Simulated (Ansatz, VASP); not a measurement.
## LiCl in VASP and in Ansatz

The input INCAR:

```
SYSTEM = LiCl
PREC = Accurate
ENCUT = 520
EDIFF = 1E-6
ISMEAR = 0
SIGMA = 0.02
LREAL = .False.
LASPH = .True.
NELM = 80
ALGO = Normal
ISIF = 2
LWAVE = .False.
LCHARG = .False.
GGA = PE
NBANDS = 18
```

The input KPOINTS:

```
Automatic mesh
0
Gamma
  9 9 4
  0 0 0
```

POSCAR

```
LiCl
1.0
    3.9698221096      0.0071040368      0.0196244110
   -1.9787587785      3.4325792913     -0.0004308339
    0.0317858050      0.0175457644      6.4731791883
Li Cl
2 2
Direct
    0.6654187408      0.3270462750      0.8777740736
    0.3430530774      0.6735656612      0.3758675622
    0.6623297577      0.3381376168      0.4959055818
    0.3292009720      0.6612504471      1.0004547823
```

Input for Ansatz:

```yaml
crystal:
  lattice:
    - [3.9698221096, 0.0071040368, 0.019624411]
    - [-1.9787587785, 3.4325792913, -0.0004308339]
    - [0.031785805, 0.0175457644, 6.4731791883]
  atoms:
    - { symbol: Li, position: [0.6654187408, 0.327046275, 0.8777740736] }
    - { symbol: Li, position: [0.3430530774, 0.6735656612, 0.3758675622] }
    - { symbol: Cl, position: [0.6623297577, 0.3381376168, 0.4959055818] }
    - { symbol: Cl, position: [0.329200972, 0.6612504471, 1.0004547823] }
basis:
  ecutwfc: 420
kpoints:
  mp_grid: { grid: [9, 9, 4] }
hamiltonian:
  xc: pbe
scf:
  occupations: { method: gaussian, width: 0.02 }
output:
  forces: true
  stress: true
  eigenvalues: true
  populations: true
```

Change from the starting cell: all atoms moved at random, cell strained at random.

Alike in both runs: task single point; functional PBE; k mesh 9 × 9 × 4; occupations gaussian, width 0.02 eV; no spin polarisation.

|  | VASP | Ansatz |
| --- | --- | --- |
| version | VASP 6.6.1 | Ansatz 0.2.0 |
| potentials or method | VASP PAW PBE potentials, release 64 (Li_sv, Cl), cutoff 520 eV | scalar-relativistic, plane waves, PAW |
| valence electrons in the cell | 20 | 20 |

```tsv
	VASP	Ansatz	Ansatz less VASP
gap on the k mesh at the Fermi level (eV)	5.78	5.78	-0.006
least direct gap on the mesh (eV)	5.78	5.78	-0.006
rms of the force components (eV/Å)	0.043	0.043	-0.0001
```

Atom by atom the forces differ by 0.000 eV/Å (rms over components).

Noted on VASP's run: the cutoff is under 1.25 times that of the potentials, so the pressure is a little rough.
